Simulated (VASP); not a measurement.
# Au (Fm-3m) in VASP: further runs, part 2 of 2

VASP 6.6.1.

**4. Single point, LDA (volume scaled by 0.96)**

Input file INCAR:

```
PREC = Accurate
ENCUT = 520
EDIFF = 1E-7
ISMEAR = -1
SIGMA = 0.1
LREAL = F
LASPH = T
NELM = 80
ALGO = Normal
ISIF = 2
LWAVE = F
LCHARG = F
GGA = CA
NBANDS = 12
```

Input file KPOINTS:

```
regular mesh
0
Gamma
  22 22 22
```

Input file POSCAR:

```
Au
1.0
    0.0000000000      1.9956215918      1.9956215918
    1.9956215918      0.0000000000      1.9956215918
    1.9956215918      1.9956215918      0.0000000000
Au
1
Direct
    0.0000000000      0.0000000000      0.0000000000
```

Potentials or basis: VASP PAW LDA potentials, release 64 (Au).

Command:

```bash
$ cat potpaw_LDA.64/Au/POTCAR > POTCAR
$ mpirun -np 1 vasp_std > vasp.out
```

OUTCAR:

```text
PREC = Accurate
   ENCUT = 520
   EDIFF = 1E-7
   ISMEAR = -1
   LREAL = F
   LASPH = T
   NELM = 80
   ISIF = 2
   GGA = CA

 ion  position               nearest neighbor table
   1  0.000  0.000  0.000-

  LATTYP: Found a face centered cubic cell.
 ALAT       =     3.9912431836

  Lattice vectors:

 A1 = (   0.0000000000,   1.9956215918,   1.9956215918)
 A2 = (   1.9956215918,   0.0000000000,   1.9956215918)
 A3 = (   1.9956215918,   1.9956215918,   0.0000000000)

Analysis of symmetry for initial positions (statically):
=====================================================================
 Subroutine PRICEL returns:
 Original cell was already a primitive cell.

 Routine SETGRP: Setting up the symmetry group for a
 face centered cubic supercell.

 Subroutine GETGRP returns: Found 48 space group operations
 (whereof 48 operations were pure point group operations)
 out of a pool of 48 trial point group operations.

The static configuration has the point symmetry O_h .

Analysis of symmetry for dynamics (positions and initial velocities):
[... 161 lines left out ...]
 fundamental gap:      0.0100256624
 Fermi energy:        10.5268798607

 k-point     1 :       0.0000    0.0000    0.0000
  band No.  band energies     occupation
      1      -0.1647      2.00000
      2       5.4026      2.00000
      3       5.4026      2.00000
      4       5.4026      2.00000
      5       7.1402      2.00000
      6       7.1402      2.00000
      7      24.8719      0.00000
      8      29.2318      0.00000
      9      29.2318      0.00000
     10      29.2318      0.00000
     11      34.4925      0.00000
     12      39.9054      0.00000
[... 331 lines left out ...]
 k-point    24 :      -0.4545    0.0455    0.0000
  band No.  band energies     occupation
      1       2.5462      2.00000
      2       5.3328      2.00000
      3       5.4106      2.00000
      4       7.9593      2.00000
      5       8.4268      2.00000
      6       9.5615      1.99987
      7      14.2349      0.00000
      8      24.4614      0.00000
      9      27.6848      0.00000
     10      28.1554      0.00000
     11      36.3380      0.00000
     12      36.5326      0.00000

 [... further k-points ...]
[... 5 lines left out ...]
  --------------------------------------------------------------------------------------
  -------------------------------------------------------------------------------------
  Total        0.9705164      0.9705164      0.9705164      0.0000000      0.0000000     -0.0000000
  in kB       97.8247836     97.8247836     97.8247836      0.0000000      0.0000000     -0.0000000
  external PRESSURE =      97.8247836 kB  Pullay stress =       0.0000000 kB

 VOLUME and BASIS-vectors are now :
 -----------------------------------------------------------------------------
  energy-cutoff  :      520.00
  volume of cell :       15.90
      direct lattice vectors                 reciprocal lattice vectors
     0.000000000  1.995621592  1.995621592    -0.250548502  0.250548502  0.250548502
     1.995621592  0.000000000  1.995621592     0.250548502 -0.250548502  0.250548502
     1.995621592  1.995621592  0.000000000     0.250548502  0.250548502 -0.250548502

 POSITION                                       TOTAL-FORCE (eV/Angst)
 -----------------------------------------------------------------------------------
      0.00000      0.00000      0.00000         0.000000      0.000000      0.000000
 -----------------------------------------------------------------------------------
    total drift:                               -0.000000      0.000000     -0.000000

  FREE ENERGIE OF THE ION-ELECTRON SYSTEM (eV)
  ---------------------------------------------------
  free  energy   TOTEN  =        -4.4284452687 eV

  energy  without entropy=       -4.4197088159  energy(sigma->0) =       -4.42407704
```

OSZICAR:

```text
N       E                     dE             d eps       ncg     rms          rms(c)
DAV:   1     0.494357885814E+02    0.49436E+02   -0.56285E+03  8088   0.822E+02
DAV:   2    -0.405621854401E+01   -0.53492E+02   -0.50732E+02  9272   0.191E+02
DAV:   3    -0.475245570515E+01   -0.69624E+00   -0.69573E+00  9456   0.211E+01
DAV:   4    -0.475462930823E+01   -0.21736E-02   -0.21735E-02  9496   0.135E+00
DAV:   5    -0.475464375215E+01   -0.14444E-04   -0.14444E-04  9716   0.105E-01    0.120E+01
DAV:   6    -0.446011619226E+01    0.29453E+00   -0.73092E-01  8560   0.696E+00    0.721E+00
DAV:   7    -0.443211553665E+01    0.28001E-01   -0.83497E-02  9244   0.231E+00    0.302E+00
DAV:   8    -0.442844955011E+01    0.36660E-02   -0.32497E-03  8828   0.568E-01    0.297E-01
DAV:   9    -0.442844477846E+01    0.47717E-05   -0.14606E-05  9480   0.365E-02    0.137E-02
DAV:  10    -0.442844527161E+01   -0.49315E-06   -0.99850E-07  9560   0.727E-03    0.188E-03
DAV:  11    -0.442844526870E+01    0.29079E-08   -0.30539E-08  6544   0.153E-03
   1 F= -.44284453E+01 E0= -.44240770E+01  d E =-.873645E-02
```

It took 15 s on 1 thread of Intel Xeon 6975P-C (Granite Rapids), shared host; peak memory 0.18 GiB.

Results:

- Free energy: -4.4284 eV
- Pressure: 9.8 GPa

Caveat: spin-orbit coupling is left out, which moves the levels of the heavy elements.

**5. Summary**

| cell | gap on the mesh (eV) | pressure (GPa) |
| --- | --- | --- |
| a = 2.742 Å, angles 60.0°, 1 atom | none | 37.0 |
| a = 2.782 Å, angles 60.0°, 1 atom | none | 21.6 |
| a = 2.822 Å, angles 60.0°, 1 atom | none | 9.8 |

Alike in all rows: task single point; level LDA; potentials or basis VASP PAW LDA potentials, release 64 (Au); no spin polarisation; k mesh 22 × 22 × 22; cutoff (eV) 520; smearing fermi-dirac 0.1 eV.

Caveats: spin-orbit coupling is left out, which moves the levels of the heavy elements.

Absolute energies hang on the potentials; compare differences alone.
